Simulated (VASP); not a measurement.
# GeMo2 in VASP: a series of runs

GeMo2 is run at these levels: PBE; tasks: single point.

Program: VASP 6.6.1. These are calculated values, not measurements. Logs are shortened: lines on timing, memory, paths and dates and some standing lists are left out, and cuts for length are marked.

## 1. The cell of the first run

The cell holds a sheet with vacuum, 3 atoms: a = 3.117 Å, b = 3.117 Å, c = 17.000 Å, α = 90.00°, β = 90.00°, γ = 90.00°.

## 2. Single point, PBE

The input, INCAR:

```
ALGO = Normal ; DIPOL = 0.5 0.5 0.500
EDIFF = 1E-6 ; ENCUT = 520
GGA = PE ; IDIPOL = 3
ISIF = 2 ; ISMEAR = 0
LASPH = T ; LCHARG = F
LDIPOL = T ; LREAL = F
LWAVE = F ; NBANDS = 28
NELM = 80 ; PREC = Accurate
SIGMA = 0.1
```

The input, KPOINTS:

```
k-points
0
Gamma
  6 6 1
```

The input, POSCAR:

```
GeMo2
1.0
    3.1173990000      0.0000000000      0.0000000000
    0.0000000000      3.1173990000      0.0000000000
    0.0000000000      0.0000000000     17.0000000000
Ge Mo
1 2
Direct
    0.5000000000      0.5000000000      0.5000000000
    0.0000000000      0.0000000000      0.5867975900
    0.0000000000      0.0000000000      0.4132024100
```

Potentials or basis: VASP PAW PBE potentials, release 64 (Ge_d, Mo_sv).

On the command line:

```sh
$ cat potpaw_PBE.64/Ge_d/POTCAR potpaw_PBE.64/Mo_sv/POTCAR > POTCAR
$ mpirun -np 1 vasp_std > vasp.out
```

OUTCAR:

```text
EDIFF = 1E-6
   ENCUT = 520
   GGA = PE
   ISIF = 2
   ISMEAR = 0
   LASPH = T
   LREAL = F
   NELM = 80
   PREC = Accurate

 ion  position               nearest neighbor table
   1  0.500  0.500  0.500-   2 2.65   3 2.65   2 2.65   3 2.65   2 2.65   3 2.65   2 2.65   3 2.65

   2  0.000  0.000  0.587-   1 2.65   1 2.65   1 2.65   1 2.65   3 2.95
   3  0.000  0.000  0.413-   1 2.65   1 2.65   1 2.65   1 2.65   2 2.95

  LATTYP: Found a simple tetragonal cell.
 ALAT       =     3.1173990000
 C/A-ratio  =     5.4532640833

  Lattice vectors:

 A1 = (   3.1173990000,   0.0000000000,   0.0000000000)
 A2 = (   0.0000000000,   3.1173990000,   0.0000000000)
 A3 = (   0.0000000000,   0.0000000000,  17.0000000000)

Analysis of symmetry for initial positions (statically):
=====================================================================
 Subroutine PRICEL returns:
 Original cell was already a primitive cell.

 Routine SETGRP: Setting up the symmetry group for a
 simple tetragonal supercell.

 Subroutine GETGRP returns: Found 16 space group operations
 (whereof 16 operations were pure point group operations)
 out of a pool of 16 trial point group operations.

The static configuration has the point symmetry D_4h.

Analysis of symmetry for dynamics (positions and initial velocities):
=====================================================================
 Subroutine PRICEL returns:
 Original cell was already a primitive cell.

 Routine SETGRP: Setting up the symmetry group for a
 simple tetragonal supercell.

 Subroutine GETGRP returns: Found 16 space group operations
 (whereof 16 operations were pure point group operations)
 out of a pool of 16 trial point group operations.

The dynamic configuration has the point symmetry D_4h.

 Subroutine INISYM returns: Found 16 space group operations
 (whereof 16 operations are pure point group operations),
 and found     1 'primitive' translations

----------------------------------------------------------------------------------------

                                     Primitive cell

  volume of cell :     165.2090

  direct lattice vectors                    reciprocal lattice vectors
     3.117399000  0.000000000  0.000000000     0.320780240  0.000000000  0.000000000
     0.000000000  3.117399000  0.000000000     0.000000000  0.320780240  0.000000000
     0.000000000  0.000000000 17.000000000     0.000000000  0.000000000  0.058823529

  length of vectors
     3.117399000  3.117399000 17.000000000     0.320780240  0.320780240  0.058823529

  position of ions in fractional coordinates (direct lattice)
     0.500000000  0.500000000  0.500000000
[... 73 lines left out ...]
   POTIM  = 0.5000    time-step for ionic-motion
   TEBEG  =    0.0;   TEEND  =   0.0 temperature during run
   PSTRESS=    0.0 pullay stress
   NELECT =      42.0000    total number of electrons
   NUPDOWN=      -1.0000    fix difference up-down
   EMIN   =  10.00;   EMAX   =-10.00  energy-range for DOS
   EFERMI =   0.00;   METHOD = LEGACY
   ISMEAR =     0;   SIGMA  =   0.10  broadening in eV -4-tet -1-fermi 0-gaus
   EFERMI_NEDOS =   21; number of points for ismear=-14 and -15
   IALGO  =     38    algorithm
   IMIX   =      4    mixing-type and parameters
     AMIX     =   0.40;   BMIX     =  1.00
     AMIX_MAG =   1.60;   BMIX_MAG =  1.00
  volume/ion in A,a.u.               =      55.07       371.63
  Fermi-wavevector in a.u.,A,eV,Ry     =   1.037083  1.959802 14.633615  1.075540
  Thomas-Fermi vector in A             =   2.171504
   LORBIT       =      0    0 simple, 1 ext, 2 COOP (PROOUT), +10 PAW based schemes
   GGA     = PE    functional components
   LHFCALC =     F    Hartree Fock is set to
   AEXX    =    0.0000 exact exchange contribution
   IVDW    =     0    specifies the selected vdW correction
   LEPSILON=     F    determine dielectric tensor
   LRPA    =     F    only Hartree local field effects (RPA)
 non-spin polarized calculation
 Gauss-broadening in eV      SIGMA  =   0.10
  energy-cutoff  :      520.00
  volume of cell :      165.21
 maximum number of plane-waves:      4504
 NGX is ok and might be reduce to    24
   NGX = 11   NGY = 11   NGZ = 63

 dipolmoment           0.000000      0.000000      0.000000 electrons x Angstroem

 number of electron      42.0000011 magnetization

 dipolmoment           0.000000      0.000000     -0.000000 electrons x Angstroem

 Free energy of the ion-electron system (eV)
  ---------------------------------------------------
  ext. energy  EPLUGINS =         0.00000000
  ---------------------------------------------------
  free energy    TOTEN  =       -22.23531989 eV

  energy without entropy =      -22.21004356  energy(sigma->0) =      -22.22268172

 E-fermi :   0.0677     XC(G=0):  -4.9956

 val. band max:       -0.0493847008   @ k =   0.1667   0.0000   0.0000
 cond. band min:       0.0797439039   @ k =   0.5000   0.3333   0.0000
 fundamental gap:      0.1291286046
 Fermi energy:         0.0677440555

 k-point     1 :       0.0000    0.0000    0.0000
  band No.  band energies     occupation
      1     -60.8510      2.00000
      2     -60.8274      2.00000
      3     -35.0527      2.00000
      4     -34.8100      2.00000
      5     -34.8100      2.00000
      6     -34.7969      2.00000
[... 299 lines left out ...]
     27       4.8822      0.00000
     28       4.8822      0.00000

------------------------ aborting loop because EDIFF is reached ----------------------------------------

 vacuum level on the upper side and lower side of the slab       (xc-potential included)        -0.177        -0.177

  FORCE on cell =-STRESS in cart. coord.  units (eV):
  Direction    XX          YY          ZZ          XY          YZ          ZX
  --------------------------------------------------------------------------------------
  -------------------------------------------------------------------------------------
  Total       -5.5635431     -5.5635431     -2.5588572      0.0000000      0.0000000      0.0000000
  in kB      -53.9545819    -53.9545819    -24.8154942      0.0000000      0.0000000      0.0000000
  external PRESSURE =     -44.2415527 kB  Pullay stress =       0.0000000 kB

 VOLUME and BASIS-vectors are now :
 -----------------------------------------------------------------------------
  energy-cutoff  :      520.00
  volume of cell :      165.21
      direct lattice vectors                 reciprocal lattice vectors
     3.117399000  0.000000000  0.000000000     0.320780240  0.000000000  0.000000000
     0.000000000  3.117399000  0.000000000     0.000000000  0.320780240  0.000000000
     0.000000000  0.000000000 17.000000000     0.000000000  0.000000000  0.058823529

 POSITION                                       TOTAL-FORCE (eV/Angst)
 -----------------------------------------------------------------------------------
      1.55870      1.55870      8.50000         0.000000      0.000000      0.000000
      0.00000      0.00000      9.97556         0.000000      0.000000     -0.860452
      0.00000      0.00000      7.02444        -0.000000      0.000000      0.860452
 -----------------------------------------------------------------------------------
    total drift:                                0.000000      0.000000     -0.000000

  FREE ENERGIE OF THE ION-ELECTRON SYSTEM (eV)
  ---------------------------------------------------
  free  energy   TOTEN  =       -22.2353198858 eV

  energy  without entropy=      -22.2100435624  energy(sigma->0) =      -22.22268172

 vacuum level on the upper side and lower side of the slab         4.419         4.419
```

Wall time 56 s (1 thread of AMD EPYC 7R13 (Zen 3), shared host); peak memory 0.23 GiB.

Results:

| Property | Result |
| --- | --- |
| Free energy | -22.2353 eV |
| Largest force | 0.860 eV/Å |
| Band gap on the k mesh | zero (band 21 reaches 1.50 eV, above the bottom of band 22 at -0.11 eV) |

Forces on the atoms (eV/Å):
```
Ge   0.000  0.000  0.000
Mo   0.000  0.000 -0.860
Mo   0.000  0.000  0.860
```

## 3. Single point, PBE

The input, INCAR:

```
SYSTEM = GeMo2
ALGO     = Normal         ! electronic algorithm
DIPOL    = 0.5 0.5 0.500
EDIFF    = 1E-7           ! SCF threshold, eV
ENCUT    = 520            ! plane-wave cutoff, eV
GGA      = PE             ! functional
IDIPOL   = 3            
ISIF     = 2              ! what is computed and relaxed
ISMEAR   = 0              ! smearing method
LASPH    = .TRUE.         ! aspherical terms in the spheres
LCHARG   = .FALSE.        ! write CHGCAR
LDIPOL   = .TRUE.       
LREAL    = .FALSE.        ! projectors in reciprocal space
LWAVE    = .FALSE.        ! write WAVECAR
NBANDS   = 28             ! bands
NELM     = 100            ! most SCF steps
PREC     = Accurate       ! precision mode
SIGMA    = 0.1            ! smearing width, eV
```

The input, KPOINTS:

```
k-points
0
G
  6 6 1
  0 0 0
```

POSCAR is that of step 2.

Potentials or basis: VASP PAW PBE potentials, release 64 (Ge_d, Mo_sv).

On the command line:

```sh
$ cat potpaw_PBE.64/Ge_d/POTCAR potpaw_PBE.64/Mo_sv/POTCAR > POTCAR
$ mpirun -np 1 vasp_std > vasp.out
```

Run time: 58 s. Hardware: 1 thread of AMD EPYC 7R13 (Zen 3), shared host; peak memory 0.23 GiB.

It converged, with:

* Free energy: -22.2353 eV
* Largest force: 0.861 eV/Å
* Band gap on the k mesh: zero (band 21 reaches 1.50 eV, above the bottom of band 22 at -0.11 eV)

Forces on the atoms (eV/Å):
```
Ge   0.000  0.000  0.000
Mo   0.000  0.000 -0.861
Mo   0.000  0.000  0.861
```

Levels at points of the mesh, in eV from the Fermi level:
| k point | band 17 | band 18 | band 19 | band 20 | band 21 | band 22 | band 23 | band 24 | band 25 | band 26 |
| --- | --- | --- | --- | --- | --- | --- | --- | --- | --- | --- |
| (0.00, 0.00, 0.00) | -2.44 | -2.14 | -1.06 | -1.06 | -0.36 | 0.09 | 1.21 | 1.21 | 1.36 | 1.51 |
| (0.50, 0.00, 0.00) | -1.89 | -1.77 | -1.07 | -0.81 | -0.54 | 0.02 | 0.18 | 1.40 | 1.43 | 1.92 |
| (0.50, 0.50, 0.00) | -4.09 | -1.35 | -0.31 | -0.31 | 1.43 | 1.86 | 1.86 | 1.86 | 2.66 | 2.76 |

## 4. Single point, PBE

This run uses another cell than the first one, of 84.20 Å³/atom, 1.529 times its volume.

The input, INCAR:

```
ALGO = Normal
DIPOL = 0.5 0.5 0.286
EDIFF = 1E-7
ENCUT = 520
GGA = PE
IDIPOL = 3
ISIF = 2
ISMEAR = 0
LASPH = True
LCHARG = False
LDIPOL = True
LREAL = False
LWAVE = False
NBANDS = 28
NELM = 60
PREC = Accurate
SIGMA = 0.1
```

The input, KPOINTS:

```
k-points
0
Gamma
  6 6 1
```

The input, POSCAR:

```
GeMo2
1.0
    2.9162789591      0.0000000000      0.0000000000
    0.0000000000      2.9162789591      0.0000000000
    0.0000000000      0.0000000000     29.7022361200
Ge Mo
1 2
Direct
    0.5000000000      0.5000000000      0.2861737401
    0.0000000000      0.0000000000      0.3382179270
    0.0000000000      0.0000000000      0.2341295532
```

Potentials or basis: VASP PAW PBE potentials, release 64 (Ge_d, Mo_sv).

On the command line:

```sh
$ cat potpaw_PBE.64/Ge_d/POTCAR potpaw_PBE.64/Mo_sv/POTCAR > POTCAR
$ mpirun -np 1 vasp_std > vasp.out
```

OUTCAR:

```text
EDIFF = 1E-7
   ENCUT = 520
   GGA = PE
   ISIF = 2
   ISMEAR = 0
   LASPH = True
   LREAL = False
   NELM = 60
   PREC = Accurate

 ion  position               nearest neighbor table
   1  0.500  0.500  0.286-   3 2.58   3 2.58   3 2.58   3 2.58   2 2.58   2 2.58   2 2.58   2 2.58

   2  0.000  0.000  0.338-   1 2.58   1 2.58   1 2.58   1 2.58   3 3.09
   3  0.000  0.000  0.234-   1 2.58   1 2.58   1 2.58   1 2.58   2 3.09

  LATTYP: Found a simple tetragonal cell.
 ALAT       =     2.9162789591
 C/A-ratio  =    10.1849776844

  Lattice vectors:

 A1 = (   2.9162789591,   0.0000000000,   0.0000000000)
 A2 = (   0.0000000000,   2.9162789591,   0.0000000000)
 A3 = (   0.0000000000,   0.0000000000,  29.7022361200)

Analysis of symmetry for initial positions (statically):
=====================================================================
 Subroutine PRICEL returns:
 Original cell was already a primitive cell.

 Routine SETGRP: Setting up the symmetry group for a
 simple tetragonal supercell.

 Subroutine GETGRP returns: Found 16 space group operations
 (whereof  8 operations were pure point group operations)
 out of a pool of 16 trial point group operations.

The static configuration has the point symmetry C_4v.
 The point group associated with its full space group is D_4h.

Analysis of symmetry for dynamics (positions and initial velocities):
=====================================================================
 Subroutine PRICEL returns:
 Original cell was already a primitive cell.

 Routine SETGRP: Setting up the symmetry group for a
 simple tetragonal supercell.

 Subroutine GETGRP returns: Found 16 space group operations
 (whereof  8 operations were pure point group operations)
 out of a pool of 16 trial point group operations.

The dynamic configuration has the point symmetry C_4v.
 The point group associated with its full space group is D_4h.

 Subroutine INISYM returns: Found 16 space group operations
[... 108 lines left out ...]
   LORBIT       =      0    0 simple, 1 ext, 2 COOP (PROOUT), +10 PAW based schemes
   GGA     = PE    functional components
   LHFCALC =     F    Hartree Fock is set to
   AEXX    =    0.0000 exact exchange contribution
   IVDW    =     0    specifies the selected vdW correction
   LEPSILON=     F    determine dielectric tensor
   LRPA    =     F    only Hartree local field effects (RPA)
 non-spin polarized calculation
 Gauss-broadening in eV      SIGMA  =   0.10
  energy-cutoff  :      520.00
  volume of cell :      252.61
 maximum number of plane-waves:      6887
 NGX is ok and might be reduce to    24
   NGX = 11   NGY = 11   NGZ =111

 dipolmoment           0.000000      0.000000     -0.000001 electrons x Angstroem

 number of electron      42.0000008 magnetization

 dipolmoment           0.000000      0.000000      0.000001 electrons x Angstroem

 Free energy of the ion-electron system (eV)
  ---------------------------------------------------
  ext. energy  EPLUGINS =         0.00000000
  ---------------------------------------------------
  free energy    TOTEN  =       -22.62495539 eV

  energy without entropy =      -22.60665255  energy(sigma->0) =      -22.61580397

 E-fermi :  -1.4773     XC(G=0):  -3.0686

 val. band max:       -1.4817174513   @ k =   0.5000   0.0000   0.0000
 cond. band min:      -1.4633652841   @ k =   0.3333   0.1667   0.0000
 fundamental gap:      0.0183521672
 Fermi energy:        -1.4773156086

 k-point     1 :       0.0000    0.0000    0.0000
  band No.  band energies     occupation
      1     -62.5174      2.00000
      2     -62.5025      2.00000
      3     -36.7773      2.00000
      4     -36.5854      2.00000
      5     -36.3430      2.00000
      6     -36.3430      2.00000
[... 299 lines left out ...]
     27       3.9684      0.00000
     28       3.9684      0.00000

------------------------ aborting loop because EDIFF is reached ----------------------------------------

 vacuum level on the upper side and lower side of the slab       (xc-potential included)        -0.007        -0.007

  FORCE on cell =-STRESS in cart. coord.  units (eV):
  Direction    XX          YY          ZZ          XY          YZ          ZX
  --------------------------------------------------------------------------------------
  -------------------------------------------------------------------------------------
  Total        0.1025688      0.1025688      0.0442350      0.0000000      0.0000000      0.0000000
  in kB        0.6505466      0.6505466      0.2805623      0.0000000      0.0000000      0.0000000
  external PRESSURE =       0.5272185 kB  Pullay stress =       0.0000000 kB

 VOLUME and BASIS-vectors are now :
 -----------------------------------------------------------------------------
  energy-cutoff  :      520.00
  volume of cell :      252.61
      direct lattice vectors                 reciprocal lattice vectors
     2.916278959  0.000000000  0.000000000     0.342902724  0.000000000  0.000000000
     0.000000000  2.916278959  0.000000000     0.000000000  0.342902724  0.000000000
     0.000000000  0.000000000 29.702236120     0.000000000  0.000000000  0.033667499

 POSITION                                       TOTAL-FORCE (eV/Angst)
 -----------------------------------------------------------------------------------
      1.45814      1.45814      8.50000         0.000000      0.000000      0.000000
      0.00000      0.00000     10.04583         0.000000     -0.000000      0.021071
      0.00000      0.00000      6.95417        -0.000000     -0.000000     -0.021071
 -----------------------------------------------------------------------------------
    total drift:                                0.000000      0.000000      0.000338

  FREE ENERGIE OF THE ION-ELECTRON SYSTEM (eV)
  ---------------------------------------------------
  free  energy   TOTEN  =       -22.6249553851 eV

  energy  without entropy=      -22.6066525496  energy(sigma->0) =      -22.61580397

 vacuum level on the upper side and lower side of the slab         2.986         2.986
```

OSZICAR:

```text
N       E                     dE             d eps       ncg     rms          rms(c)
DAV:   1     0.378436150859E+03    0.37844E+03   -0.24393E+04   824   0.173E+03
DAV:   2     0.361932191889E+01   -0.37482E+03   -0.36664E+03   724   0.458E+02
DAV:   3    -0.242719249716E+02   -0.27891E+02   -0.27293E+02   744   0.118E+02
[... 15 lines left out ...]
DAV:  19    -0.226249475108E+02   -0.70789E-05   -0.51680E-07   444   0.178E-03    0.316E-04
DAV:  20    -0.226249535741E+02   -0.60633E-05   -0.19874E-07   412   0.121E-03    0.200E-04
DAV:  21    -0.226249546743E+02   -0.11002E-05   -0.28189E-08   412   0.521E-04    0.980E-05
DAV:  22    -0.226249553046E+02   -0.63030E-06   -0.13449E-08   372   0.561E-04    0.387E-05
DAV:  23    -0.226249553851E+02   -0.80528E-07   -0.17064E-09   368   0.213E-04
   1 F= -.22624955E+02 E0= -.22615804E+02  d E =-.183028E-01
```

Run time: 1.9 min. Hardware: 1 thread of AMD EPYC 7R13 (Zen 3), shared host; peak memory 0.34 GiB.

What came out:

| Property | Result |
| --- | --- |
| Free energy | -22.6250 eV |
| Largest force | 0.021 eV/Å |
| Band gap on the k mesh | zero (band 21 reaches -0.47 eV, above the bottom of band 22 at -1.86 eV) |

Forces on the atoms (eV/Å):
```
Ge   0.000  0.000  0.000
Mo   0.000  0.000  0.021
Mo   0.000  0.000 -0.021
```
